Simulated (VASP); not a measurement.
# CaO (Fm-3m) in VASP: single point with HSE06

Aim: the single point of CaO with HSE06.

Everything below comes from runs of VASP 6.6.1. Logs are shortened: lines on timing, memory, paths and dates and some standing lists are left out, and cuts for length are marked.

**1. The cell of the first run**

It takes space group Fm-3m (No. 225, cubic). The conventional cell has a = 4.843 Å, b = 4.843 Å, c = 4.843 Å, α = 90.00°, β = 90.00°, γ = 90.00°. Within 3.2 Å of Ca (site symmetry m-3m) lie 6 O at 2.42 Å. Within 3.2 Å of O (site symmetry m-3m) lie 6 Ca at 2.42 Å.

**2. Single point, HSE06 (strain +1.0%)**

POSCAR

```
CaO
1.0
    0.0000000000      2.4215256273      2.4215256273
    2.4215256273      0.0000000000      2.4215256273
    2.4215256273      2.4215256273      0.0000000000
Ca O
1 1
Direct
    0.0000000000      0.0000000000      0.0000000000
    0.5000000000      0.5000000000      0.5000000000
```

INCAR.step1

```
SYSTEM = CaO
ALGO = Normal
EDIFF = 1E-5
ENCUT = 520
GGA = PE
ISIF = 2
ISMEAR = 0
LASPH = .True.
LREAL = .False.
LWAVE = .True.
NBANDS = 15
NELM = 80
PREC = Accurate
SIGMA = 0.01
```

INCAR.step2

```
SYSTEM = CaO
ALGO = Normal
EDIFF = 1E-6
ENCUT = 520
GGA = PE
HFSCREEN = 0.2079
ISIF = 2
ISMEAR = 0
ISTART = 1
LASPH = .True.
LCHARG = .True.
LELF = .True.
LHFCALC = .True.
LREAL = .False.
LVHAR = .True.
LWAVE = .False.
NBANDS = 15
NELM = 80
PREC = Accurate
PRECFOCK = Normal
SIGMA = 0.01
```

KPOINTS

```
k-points
0
Gamma
  6 6 6
  0 0 0
```

Potentials or basis: VASP PAW PBE potentials, release 64 (Ca_sv, O).

On the command line:

```bash
$ cat potpaw_PBE.64/Ca_sv/POTCAR potpaw_PBE.64/O/POTCAR > POTCAR
$ cp INCAR.step1 INCAR
$ mpirun -np 1 vasp_std > vasp.out
$ cp INCAR.step2 INCAR
$ mpirun -np 1 vasp_std > vasp.out
```

OUTCAR:

```text
SYSTEM = CaO
   EDIFF = 1E-6
   ENCUT = 520
   GGA = PE
   HFSCREEN = 0.2079
   ISIF = 2
   ISMEAR = 0
   ISTART = 1
   LASPH = .True.
   LHFCALC = .True.
   LREAL = .False.
   NELM = 80
   PREC = Accurate
   PRECFOCK = Normal

 ion  position               nearest neighbor table
   1  0.000  0.000  0.000-   2 2.42   2 2.42   2 2.42   2 2.42   2 2.42   2 2.42
   2  0.500  0.500  0.500-   1 2.42   1 2.42   1 2.42   1 2.42   1 2.42   1 2.42

  LATTYP: Found a face centered cubic cell.
 ALAT       =     4.8430512546

  Lattice vectors:

 A1 = (   0.0000000000,   2.4215256273,   2.4215256273)
 A2 = (   2.4215256273,   0.0000000000,   2.4215256273)
 A3 = (   2.4215256273,   2.4215256273,   0.0000000000)

Analysis of symmetry for initial positions (statically):
=====================================================================
 Subroutine PRICEL returns:
 Original cell was already a primitive cell.

 Routine SETGRP: Setting up the symmetry group for a
 face centered cubic supercell.

 Subroutine GETGRP returns: Found 48 space group operations
 (whereof 48 operations were pure point group operations)
 out of a pool of 48 trial point group operations.

The static configuration has the point symmetry O_h .

Analysis of symmetry for dynamics (positions and initial velocities):
=====================================================================
 Subroutine PRICEL returns:
 Original cell was already a primitive cell.

 Routine SETGRP: Setting up the symmetry group for a
 face centered cubic supercell.

 Subroutine GETGRP returns: Found 48 space group operations
 (whereof 48 operations were pure point group operations)
 out of a pool of 48 trial point group operations.

The dynamic configuration has the point symmetry O_h .

 Subroutine INISYM returns: Found 48 space group operations
 (whereof 48 operations are pure point group operations),
 and found     1 'primitive' translations

----------------------------------------------------------------------------------------

                                     Primitive cell

  volume of cell :      28.3986

  direct lattice vectors                    reciprocal lattice vectors
     0.000000000  2.421525627  2.421525627    -0.206481399  0.206481399  0.206481399
     2.421525627  0.000000000  2.421525627     0.206481399 -0.206481399  0.206481399
     2.421525627  2.421525627  0.000000000     0.206481399  0.206481399 -0.206481399

  length of vectors
     3.424554384  3.424554384  3.424554384     0.357636274  0.357636274  0.357636274

  position of ions in fractional coordinates (direct lattice)
     0.000000000  0.000000000  0.000000000
     0.500000000  0.500000000  0.500000000

  ion indices of the primitive-cell ions
   primitive index   ion index
                 1           1
                 2           2

----------------------------------------------------------------------------------------

 KPOINTS: k-points

Automatic generation of k-mesh.
 Grid dimensions read from file:
 generate k-points for:    6    6    6

 Generating k-lattice:

  Cartesian coordinates                     Fractional coordinates (reciprocal lattice)
    -0.034413567  0.034413567  0.034413567     0.166666667  0.000000000  0.000000000
     0.034413567 -0.034413567  0.034413567     0.000000000  0.166666667  0.000000000
     0.034413567  0.034413567 -0.034413567     0.000000000  0.000000000  0.166666667

  Length of vectors
     0.059606046  0.059606046  0.059606046

  Shift w.r.t. Gamma in fractional coordinates (k-lattice)
     0.000000000  0.000000000  0.000000000

 Subroutine IBZKPT returns following result:
 ===========================================

 Found     16 irreducible k-points:

 Following reciprocal coordinates:
            Coordinates               Weight
  0.000000  0.000000  0.000000      1.000000
  0.166667  0.000000  0.000000      8.000000
  0.333333  0.000000  0.000000      8.000000
  0.500000  0.000000  0.000000      4.000000
  0.166667  0.166667  0.000000      6.000000
  0.333333  0.166667  0.000000     24.000000
[... 8 lines left out ...]
 -0.333333  0.333333  0.166667     24.000000
 -0.333333  0.500000  0.166667     12.000000
   k-points           NKPTS =     16   k-points in BZ     NKDIM =    216   number of bands    NBANDS=     15
   number of dos      NEDOS =    301   number of ions     NIONS =      2
   total plane-waves  NPLWV =  21952
   dimension x,y,z NGX =    28 NGY =   28 NGZ =   28
   dimension x,y,z NGXF=    56 NGYF=   56 NGZF=   56
   ions per type =               1   1
   NGX,Y,Z   is equivalent  to a cutoff of  13.59, 13.59, 13.59 a.u.
   NGXF,Y,Z  is equivalent  to a cutoff of  27.19, 27.19, 27.19 a.u.
 SYSTEM =  CaO
   PREC   = accura    normal or accurate (medium, high low for compatibility)
   ISTART =      1    job   : 0-new  1-cont  2-samecut
   ICHARG =      0    charge: 1-file 2-atom 10-const
   ISPIN  =      1    spin polarized calculation?
   LNONCOLLINEAR =      F non collinear calculations
   LSORBIT =      F    spin-orbit coupling
   LASPH  =      T    aspherical Exc in radial PAW
   ENCUT  =  520.0 eV  38.22 Ry    6.18 a.u.   6.37  6.37  6.37*2*pi/ulx,y,z
   NELM   =     80;   NELMIN=  2; NELMDL=  0     # of ELM steps
   EDIFF  = 0.1E-05   stopping-criterion for ELM
   LREAL  =      F    real-space projection
   EDIFFG = 0.1E-04   stopping-criterion for IOM
   NSW    =      0    number of steps for IOM
   IBRION =     -1    ionic relax: 0-MD 1-quasi-New 2-CG
   NFREE  =      0    steps in history (QN), initial steepest desc. (CG)
   ISIF   =      2    stress and relaxation
   ISYM   =      3    0-nonsym 1-usesym 2-fastsym
   POTIM  = 0.5000    time-step for ionic-motion
   TEBEG  =    0.0;   TEEND  =   0.0 temperature during run
   PSTRESS=    0.0 pullay stress
   NELECT =      16.0000    total number of electrons
   NUPDOWN=      -1.0000    fix difference up-down
   EMIN   =  10.00;   EMAX   =-10.00  energy-range for DOS
   EFERMI =   0.00;   METHOD = LEGACY
   ISMEAR =     0;   SIGMA  =   0.01  broadening in eV -4-tet -1-fermi 0-gaus
   EFERMI_NEDOS =   21; number of points for ismear=-14 and -15
   IALGO  =     38    algorithm
   IMIX   =      1    mixing-type and parameters
     AMIX     =   0.40;   BMIX     =  1.00
     AMIX_MAG =   1.60;   BMIX_MAG =  1.00
  volume/ion in A,a.u.               =      14.20        95.82
  Fermi-wavevector in a.u.,A,eV,Ry     =   1.352122  2.555139 24.874618  1.828233
  Thomas-Fermi vector in A             =   2.479487
   LORBIT       =      0    0 simple, 1 ext, 2 COOP (PROOUT), +10 PAW based schemes
   GGA     = PE    functional components
   LHFCALC =     T    Hartree Fock is set to
   PRECFOCK=normal    Normal, Fast or Accurate (Low or Medium for compatibility)
   ENCUT4O =  -1.0   cutoff for four orbital integrals eV
   NKREDX  =     1    reduce k-point grid by
   NKREDY  =     1    reduce k-point grid by
   NKREDZ  =     1    reduce k-point grid by
   AEXX    =    0.2500 exact exchange contribution
   HFSCREEN=    0.2079 screening length (either q_TF or 0.3 A-1)
   HFSCREENC=   0.2079 screening length for correlation (either q_TF or 0.3 A-1)
   ENCUTFOCK=  -1.0 apply spherical cutoff to Coloumb kernel
   IVDW    =     0    specifies the selected vdW correction
   LEPSILON=     F    determine dielectric tensor
   LRPA    =     F    only Hartree local field effects (RPA)
 non-spin polarized calculation
 Gauss-broadening in eV      SIGMA  =   0.01
  energy-cutoff  :      520.00
  volume of cell :       28.40
 maximum number of plane-waves:       778
 NGX is ok and might be reduce to    28
  NGX = 20; NGY = 20; NGZ = 20

 number of electron      16.0000000 magnetization

 Free energy of the ion-electron system (eV)
  ---------------------------------------------------
  ext. energy  EPLUGINS =         0.00000000
  ---------------------------------------------------
  free energy    TOTEN  =       -14.87437892 eV

  energy without entropy =      -14.87437892  energy(sigma->0) =      -14.87437892

 E-fermi :   1.2760     XC(G=0):  -8.5294

 val. band max:        1.1696201583   @ k =   0.0000   0.0000   0.0000
 cond. band min:       6.4648937857   @ k =   0.5000   0.5000   0.0000
 fundamental gap:      5.2952736274
 Fermi energy:         1.2760188962

 k-point     1 :       0.0000    0.0000    0.0000
  band No.  band energies     occupation
      1     -39.1204      2.00000
      2     -18.4259      2.00000
      3     -18.4259      2.00000
      4     -18.4259      2.00000
      5     -15.8246      2.00000
      6       1.1696      2.00000
      7       1.1696      2.00000
      8       1.1696      2.00000
      9       7.1928      0.00000
     10       9.2926      0.00000
     11       9.2926      0.00000
     12       9.2926      0.00000
     13      10.8828      0.00000
     14      10.8828      0.00000
     15      17.6897      0.00000

 k-point     2 :       0.1667    0.0000    0.0000
  band No.  band energies     occupation
      1     -39.0966      2.00000
      2     -18.8015      2.00000
      3     -18.4378      2.00000
      4     -18.4378      2.00000
      5     -15.4209      2.00000
      6       0.2957      2.00000
      7       0.8249      2.00000
      8       0.8249      2.00000
      9       8.3444      0.00000
     10       9.2058      0.00000
     11       9.7852      0.00000
     12       9.7852      0.00000
     13      11.5364      0.00000
     14      11.5364      0.00000
     15      18.7351      0.00000
[... 221 lines left out ...]
      3     -18.7446      2.00000
      4     -18.6154      2.00000
      5     -14.9764      2.00000
      6      -0.6450      2.00000
      7       0.0092      2.00000
      8       0.1173      2.00000
      9       9.4919      0.00000
     10       9.5238      0.00000
     11      11.8422      0.00000
     12      12.4376      0.00000
     13      13.4444      0.00000
     14      15.9518      0.00000
     15      16.6594      0.00000

 k-point    16 :      -0.3333    0.5000    0.1667
  band No.  band energies     occupation
      1     -38.9953      2.00000
      2     -18.9228      2.00000
      3     -18.8288      2.00000
      4     -18.7404      2.00000
      5     -15.2367      2.00000
      6      -0.1604      2.00000
      7       0.0433      2.00000
      8       0.3053      2.00000
      9       7.9007      0.00000
     10      10.7472      0.00000
     11      11.4952      0.00000
     12      12.9406      0.00000
     13      13.0182      0.00000
     14      15.9850      0.00000
     15      16.4277      0.00000

------------------------ aborting loop because EDIFF is reached ----------------------------------------

  FORCE on cell =-STRESS in cart. coord.  units (eV):
  Direction    XX          YY          ZZ          XY          YZ          ZX
  --------------------------------------------------------------------------------------
  -------------------------------------------------------------------------------------
  Total       -0.4192529     -0.4192529     -0.4192529      0.0000000      0.0000000      0.0000000
  in kB      -23.6531730    -23.6531730    -23.6531730      0.0000000      0.0000000      0.0000000
  external PRESSURE =     -23.6531730 kB  Pullay stress =       0.0000000 kB

 VOLUME and BASIS-vectors are now :
 -----------------------------------------------------------------------------
  energy-cutoff  :      520.00
  volume of cell :       28.40
      direct lattice vectors                 reciprocal lattice vectors
     0.000000000  2.421525627  2.421525627    -0.206481399  0.206481399  0.206481399
     2.421525627  0.000000000  2.421525627     0.206481399 -0.206481399  0.206481399
     2.421525627  2.421525627  0.000000000     0.206481399  0.206481399 -0.206481399

 POSITION                                       TOTAL-FORCE (eV/Angst)
 -----------------------------------------------------------------------------------
      0.00000      0.00000      0.00000         0.000000     -0.000000      0.000000
      2.42153      2.42153      2.42153         0.000000      0.000000      0.000000
 -----------------------------------------------------------------------------------
    total drift:                                0.000000      0.000000      0.000000

  FREE ENERGIE OF THE ION-ELECTRON SYSTEM (eV)
  ---------------------------------------------------
  free  energy   TOTEN  =       -14.8743789223 eV

  energy  without entropy=      -14.8743789223  energy(sigma->0) =      -14.87437892
```

Wall time 40 min (1 thread of AMD EPYC 7R43 (Zen 3), shared host); peak memory 0.23 GiB.

What came out:

```
Free energy            : -14.8744 eV
Pressure               : -2.4 GPa
Band gap on the k mesh : 5.30 eV (least direct gap 5.72 eV)
```

Levels at points of the mesh, in eV from the valence-band top:
| k point | band 6 | band 7 | band 8 | band 9 | band 10 | band 11 |
| --- | --- | --- | --- | --- | --- | --- |
| (0.00, 0.00, 0.00) | 0.00 | 0.00 | 0.00 | 6.02 | 8.12 | 8.12 |
| (0.50, 0.00, 0.00) | -2.76 | -1.21 | -1.21 | 8.92 | 9.88 | 10.46 |
| (0.50, 0.50, 0.00) | -1.45 | -0.43 | -0.43 | 5.30 | 9.96 | 11.00 |

Caveat: the cell differs from its parent crystal (strain +1.0%); the PAW data sets were made with another functional, which shifts forces and pressure a little.
